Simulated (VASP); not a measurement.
# MgO (Fm-3m) in VASP: further runs

Runs on MgO. Level: r2SCAN. Tasks: single point, relaxation of cell and atoms.

All numbers are computed with VASP 6.6.1; they aren't measurements. Logs are shortened: lines on timing, memory, paths and dates and some standing lists are left out, and cuts for length are marked.

### 1 The cell of the first run

Symmetry: Fm-3m, No. 225, cubic system. Conventional cell: a = 4.188 Å, b = 4.188 Å, c = 4.188 Å, α = 90.00°, β = 90.00°, γ = 90.00°. Within 2.8 Å of Mg (site symmetry m-3m) lie 6 O at 2.09 Å. Within 2.8 Å of O (site symmetry m-3m) lie 6 Mg at 2.09 Å.

### 2 Single point, r2SCAN

File POSCAR:

```
MgO
1.0
    0.0000000000      2.0939413732      2.0939413732
    2.0939413732      0.0000000000      2.0939413732
    2.0939413732      2.0939413732      0.0000000000
Mg O
1 1
Direct
    0.0000000000      0.0000000000      0.0000000000
    0.5000000000      0.5000000000      0.5000000000
```

File INCAR.step1:

```
  ALGO = Normal
  EDIFF = 1E-4
  ENCUT = 520
  GGA = PE
  ISMEAR = 0
  LASPH = True
  LCHARG = False
  LREAL = False
  LWAVE = True
  NBANDS = 11
  NELM = 60
  PREC = Accurate
  SIGMA = 0.01
```

File INCAR.step2:

```
  ALGO = Normal
  EDIFF = 1E-6
  ENCUT = 520
  ISIF = 2
  ISMEAR = 0
  ISTART = 1
  LASPH = True
  LCHARG = False
  LMIXTAU = True
  LREAL = False
  LWAVE = False
  METAGGA = R2SCAN
  NBANDS = 11
  NELM = 60
  PREC = Accurate
  SIGMA = 0.01
```

File KPOINTS:

```
k-points
0
Gamma
  10 10 10
```

Potentials or basis: VASP PAW PBE potentials, release 64 (Mg, O).

Command:

```sh
cat potpaw_PBE.64/Mg/POTCAR potpaw_PBE.64/O/POTCAR > POTCAR
cp INCAR.step1 INCAR
mpirun -np 1 vasp_std > vasp.out
cp INCAR.step2 INCAR
mpirun -np 1 vasp_std > vasp.out
```

OUTCAR:

```text
EDIFF = 1E-6
   ENCUT = 520
   ISIF = 2
   ISMEAR = 0
   ISTART = 1
   LASPH = True
   LREAL = False
   METAGGA = R2SCAN
   NELM = 60
   PREC = Accurate

 ion  position               nearest neighbor table
   1  0.000  0.000  0.000-   2 2.09   2 2.09   2 2.09   2 2.09   2 2.09   2 2.09
   2  0.500  0.500  0.500-   1 2.09   1 2.09   1 2.09   1 2.09   1 2.09   1 2.09

  LATTYP: Found a face centered cubic cell.
 ALAT       =     4.1878827464

  Lattice vectors:

 A1 = (   0.0000000000,   2.0939413732,   2.0939413732)
 A2 = (   2.0939413732,   0.0000000000,   2.0939413732)
 A3 = (   2.0939413732,   2.0939413732,   0.0000000000)

Analysis of symmetry for initial positions (statically):
=====================================================================
 Subroutine PRICEL returns:
 Original cell was already a primitive cell.

 Routine SETGRP: Setting up the symmetry group for a
 face centered cubic supercell.

 Subroutine GETGRP returns: Found 48 space group operations
 (whereof 48 operations were pure point group operations)
 out of a pool of 48 trial point group operations.

The static configuration has the point symmetry O_h .

Analysis of symmetry for dynamics (positions and initial velocities):
=====================================================================
 Subroutine PRICEL returns:
 Original cell was already a primitive cell.

 Routine SETGRP: Setting up the symmetry group for a
 face centered cubic supercell.

 Subroutine GETGRP returns: Found 48 space group operations
 (whereof 48 operations were pure point group operations)
 out of a pool of 48 trial point group operations.

The dynamic configuration has the point symmetry O_h .

 Subroutine INISYM returns: Found 48 space group operations
 (whereof 48 operations are pure point group operations),
 and found     1 'primitive' translations

----------------------------------------------------------------------------------------

                                     Primitive cell

  volume of cell :      18.3622

  direct lattice vectors                    reciprocal lattice vectors
     0.000000000  2.093941373  2.093941373    -0.238784145  0.238784145  0.238784145
     2.093941373  0.000000000  2.093941373     0.238784145 -0.238784145  0.238784145
     2.093941373  2.093941373  0.000000000     0.238784145  0.238784145 -0.238784145

  length of vectors
     2.961280289  2.961280289  2.961280289     0.413586271  0.413586271  0.413586271

  position of ions in fractional coordinates (direct lattice)
     0.000000000  0.000000000  0.000000000
     0.500000000  0.500000000  0.500000000

  ion indices of the primitive-cell ions
   primitive index   ion index
                 1           1
                 2           2

----------------------------------------------------------------------------------------

 KPOINTS: k-points

Automatic generation of k-mesh.
 Grid dimensions read from file:
 generate k-points for:   10   10   10

 Generating k-lattice:

  Cartesian coordinates                     Fractional coordinates (reciprocal lattice)
    -0.023878414  0.023878414  0.023878414     0.100000000  0.000000000  0.000000000
     0.023878414 -0.023878414  0.023878414     0.000000000  0.100000000  0.000000000
     0.023878414  0.023878414 -0.023878414     0.000000000  0.000000000  0.100000000

  Length of vectors
     0.041358627  0.041358627  0.041358627

  Shift w.r.t. Gamma in fractional coordinates (k-lattice)
     0.000000000  0.000000000  0.000000000

 Subroutine IBZKPT returns following result:
 ===========================================

 Found     47 irreducible k-points:

 Following reciprocal coordinates:
            Coordinates               Weight
  0.000000  0.000000  0.000000      1.000000
  0.100000  0.000000  0.000000      8.000000
  0.200000  0.000000  0.000000      8.000000
  0.300000  0.000000  0.000000      8.000000
  0.400000  0.000000  0.000000      8.000000
  0.500000  0.000000  0.000000      4.000000
[... 16 lines left out ...]
  0.300000  0.300000  0.000000      6.000000
  0.400000  0.300000  0.000000     24.000000
 [... further k-points ...]
   k-points           NKPTS =     47   k-points in BZ     NKDIM =     47   number of bands    NBANDS=     11
   number of dos      NEDOS =    301   number of ions     NIONS =      2
   total plane-waves  NPLWV =  13824
   dimension x,y,z NGX =    24 NGY =   24 NGZ =   24
   dimension x,y,z NGXF=    48 NGYF=   48 NGZF=   48
   ions per type =               1   1
   NGX,Y,Z   is equivalent  to a cutoff of  13.47, 13.47, 13.47 a.u.
   NGXF,Y,Z  is equivalent  to a cutoff of  26.95, 26.95, 26.95 a.u.
 SYSTEM =  unknown system
   PREC   = accura    normal or accurate (medium, high low for compatibility)
   ISTART =      1    job   : 0-new  1-cont  2-samecut
   ICHARG =      0    charge: 1-file 2-atom 10-const
   ISPIN  =      1    spin polarized calculation?
   LNONCOLLINEAR =      F non collinear calculations
   LSORBIT =      F    spin-orbit coupling
   LASPH  =      T    aspherical Exc in radial PAW
   ENCUT  =  520.0 eV  38.22 Ry    6.18 a.u.   5.51  5.51  5.51*2*pi/ulx,y,z
   NELM   =     60;   NELMIN=  2; NELMDL=  0     # of ELM steps
   EDIFF  = 0.1E-05   stopping-criterion for ELM
   LREAL  =      F    real-space projection
[... 7 lines left out ...]
   TEBEG  =    0.0;   TEEND  =   0.0 temperature during run
   PSTRESS=    0.0 pullay stress
   NELECT =       8.0000    total number of electrons
   NUPDOWN=      -1.0000    fix difference up-down
   EMIN   =  10.00;   EMAX   =-10.00  energy-range for DOS
   EFERMI =   0.00;   METHOD = LEGACY
   ISMEAR =     0;   SIGMA  =   0.01  broadening in eV -4-tet -1-fermi 0-gaus
   EFERMI_NEDOS =   21; number of points for ismear=-14 and -15
   IALGO  =     38    algorithm
   IMIX   =      4    mixing-type and parameters
     AMIX     =   0.40;   BMIX     =  1.00
     AMIX_MAG =   1.60;   BMIX_MAG =  1.00
  volume/ion in A,a.u.               =       9.18        61.96
  Fermi-wavevector in a.u.,A,eV,Ry     =   1.241072  2.345286 20.956506  1.540260
  Thomas-Fermi vector in A             =   2.375485
   LORBIT       =      0    0 simple, 1 ext, 2 COOP (PROOUT), +10 PAW based schemes
   METAGGA = R2SCAN    functional components
   LHFCALC =     F    Hartree Fock is set to
   AEXX    =    0.0000 exact exchange contribution
   IVDW    =     0    specifies the selected vdW correction
   LEPSILON=     F    determine dielectric tensor
   LRPA    =     F    only Hartree local field effects (RPA)
 non-spin polarized calculation
 Gauss-broadening in eV      SIGMA  =   0.01
  energy-cutoff  :      520.00
  volume of cell :       18.36
 maximum number of plane-waves:       531
 NGX is ok and might be reduce to    24
   NGX = 11   NGY = 11   NGZ = 11

 number of electron       8.0000003 magnetization

 Free energy of the ion-electron system (eV)
  ---------------------------------------------------
  ext. energy  EPLUGINS =         0.00000000
  ---------------------------------------------------
  free energy    TOTEN  =       -16.16097303 eV

  energy without entropy =      -16.16097303  energy(sigma->0) =      -16.16097303

 E-fermi :   2.9447     XC(G=0): -11.6841

 val. band max:        2.9037951877   @ k =   0.0000   0.0000   0.0000
 cond. band min:       8.6844767353   @ k =   0.0000   0.0000   0.0000
 fundamental gap:      5.7806815476
 Fermi energy:         2.9446520545

 k-point     1 :       0.0000    0.0000    0.0000
  band No.  band energies     occupation
      1     -15.3860      2.00000
      2       2.9038      2.00000
      3       2.9038      2.00000
      4       2.9038      2.00000
      5       8.6845      0.00000
      6      19.8390      0.00000
      7      19.8390      0.00000
      8      19.8390      0.00000
      9      24.0344      0.00000
     10      25.8206      0.00000
     11      25.8206      0.00000

 k-point     2 :       0.1000    0.0000    0.0000
  band No.  band energies     occupation
      1     -15.2786      2.00000
      2       2.2705      2.00000
      3       2.8323      2.00000
      4       2.8323      2.00000
      5       9.2989      0.00000
      6      18.5925      0.00000
      7      20.0982      0.00000
      8      20.0982      0.00000
      9      25.1259      0.00000
     10      25.1259      0.00000
     11      25.7581      0.00000

 k-point     3 :       0.2000    0.0000    0.0000
  band No.  band energies     occupation
      1     -14.9847      2.00000
      2       0.9372      2.00000
      3       2.6511      2.00000
      4       2.6511      2.00000
      5      10.5108      0.00000
      6      17.0882      0.00000
      7      20.6365      0.00000
      8      20.6365      0.00000
      9      24.4358      0.00000
     10      24.4358      0.00000
     11      26.9178      0.00000

 k-point     4 :       0.3000    0.0000    0.0000
  band No.  band energies     occupation
      1     -14.5897      2.00000
      2      -0.4213      2.00000
      3       2.4378      2.00000
      4       2.4378      2.00000
      5      11.4540      0.00000
      6      16.4770      0.00000
      7      20.8119      0.00000
      8      20.8119      0.00000
      9      24.9124      0.00000
     10      24.9124      0.00000
     11      26.3357      0.00000
[... 239 lines left out ...]
 k-point    22 :      -0.2000    0.2000    0.0000
  band No.  band energies     occupation
      1     -14.4730      2.00000
      2      -0.2209      2.00000
      3       1.5352      2.00000
      4       2.4311      2.00000
      5      12.4661      0.00000
      6      15.9313      0.00000
      7      19.3875      0.00000
      8      22.1337      0.00000
      9      22.6335      0.00000
     10      25.8570      0.00000
     11      29.6041      0.00000

 k-point    23 :       0.3000    0.3000    0.0000
  band No.  band energies     occupation
      1     -14.3881      2.00000
      2      -0.2881      2.00000
      3       1.9320      2.00000
      4       1.9320      2.00000
      5      12.9319      0.00000
      6      14.3190      0.00000
      7      18.7156      0.00000
      8      22.3170      0.00000
      9      22.3170      0.00000
     10      28.5929      0.00000
     11      32.2403      0.00000

 k-point    24 :       0.4000    0.3000    0.0000
  band No.  band energies     occupation
      1     -14.1411      2.00000
      2      -0.7318      2.00000
      3       1.5599      2.00000
      4       1.7779      2.00000
      5      13.6421      0.00000
      6      14.1248      0.00000
      7      17.8684      0.00000
      8      22.6113      0.00000
      9      22.8377      0.00000
     10      29.4106      0.00000
     11      31.7437      0.00000

 [... further k-points ...]
[... 5 lines left out ...]
  --------------------------------------------------------------------------------------
  -------------------------------------------------------------------------------------
  Total        0.0993049      0.0993049      0.0993049      0.0000000      0.0000000      0.0000000
  in kB        8.6647875      8.6647875      8.6647875      0.0000000      0.0000000      0.0000000
  external PRESSURE =       8.6647875 kB  Pullay stress =       0.0000000 kB

 VOLUME and BASIS-vectors are now :
 -----------------------------------------------------------------------------
  energy-cutoff  :      520.00
  volume of cell :       18.36
      direct lattice vectors                 reciprocal lattice vectors
     0.000000000  2.093941373  2.093941373    -0.238784145  0.238784145  0.238784145
     2.093941373  0.000000000  2.093941373     0.238784145 -0.238784145  0.238784145
     2.093941373  2.093941373  0.000000000     0.238784145  0.238784145 -0.238784145

 POSITION                                       TOTAL-FORCE (eV/Angst)
 -----------------------------------------------------------------------------------
      0.00000      0.00000      0.00000        -0.000000     -0.000000      0.000000
      2.09394      2.09394      2.09394         0.000000      0.000000     -0.000000
 -----------------------------------------------------------------------------------
    total drift:                               -0.000000     -0.000000      0.000000

  FREE ENERGIE OF THE ION-ELECTRON SYSTEM (eV)
  ---------------------------------------------------
  free  energy   TOTEN  =       -16.1609730300 eV

  energy  without entropy=      -16.1609730300  energy(sigma->0) =      -16.16097303
```

Run time: 25 s. Hardware: 1 thread of Intel Xeon Platinum 8488C (Sapphire Rapids), shared host; peak memory 0.15 GiB.

Results:

```
Free energy            : -16.1610 eV
Pressure               : 0.9 GPa
Band gap on the k mesh : 5.78 eV, direct
```

Caveat: the PAW data sets were made with another functional, which shifts forces and pressure a little.

(Part 1 of 3 ends here.)
